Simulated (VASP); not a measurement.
Write the native input for VASP 6.6.1 that does the following.

| Quantity | Value |
| --- | --- |
| Task | relaxation of cell and atoms |
| Functional | PBE |
| Potentials or basis | VASP PAW PBE potentials, release 64 (P) |
| Cutoff | 600 eV |
| k mesh | 8 × 4 × 4 |
| Occupations | gaussian, width 0.2 eV |
| Spin | no spin polarisation |
| Dipole correction | no |
| Further INCAR settings | ALGO = Normal; EDIFF = 1e-06; IBRION = 2; EDIFFG = -0.025; NSW = 80; ISIF = 3 |

The structure of P lies in POSCAR:

```
P
1.0
   -0.0138521104     -2.4046119511     -0.0277601360
   -5.0032733872     -0.0277042207      0.0314662522
    0.0314662522     -0.0555202719     -4.7687599282
P
4
Direct
   -0.0344390602      0.0322739785      0.0118950211
    0.0141152879     -0.0210591727      0.5272520183
    1.0458459133      0.5218686208     -0.0157914440
    0.9744778590      0.4669165734      0.4766444046
```

One way to write it, as run:

INCAR

```
SYSTEM = P
PREC = Accurate
ENCUT = 600
EDIFF = 1E-6
ISMEAR = 0
SIGMA = 0.2
LREAL = .False.
LASPH = .True.
NELM = 60
ALGO = Normal
ISIF = 3
LWAVE = .False.
LCHARG = .False.
GGA = PE
IBRION = 2
NSW = 80
EDIFFG = -0.025
```

KPOINTS

```
regular mesh
0
Gamma
  8 4 4
  0 0 0
```

Potentials or basis: VASP PAW PBE potentials, release 64 (P).

Launch:

```console
$ cat potpaw_PBE.64/P/POTCAR > POTCAR
$ mpirun -np 1 vasp_std > vasp.out
```

It gave:

The relaxed volume is 14.67 Å³/atom, the relaxed cell is a = 2.454 Å, b = 4.877 Å, c = 4.905 Å, α = 90.03°, β = 89.97°, γ = 89.73° and the space group after relaxing (to 0.1 Å) is P4/mmm (No. 123). The energy gained by relaxing is 83.7 meV/atom, the ionic steps are 16 and the pressure after relaxing is 0.0 GPa. The largest force after relaxing is 0.023 eV/Å and the band gap on the k mesh is zero (bands 10 and 11 overlap by 7.66 eV).

Run time: 3.6 min on 1 thread of Oxide Virtual Turin-like Processor, on a shared host, peak memory 0.17 GiB.
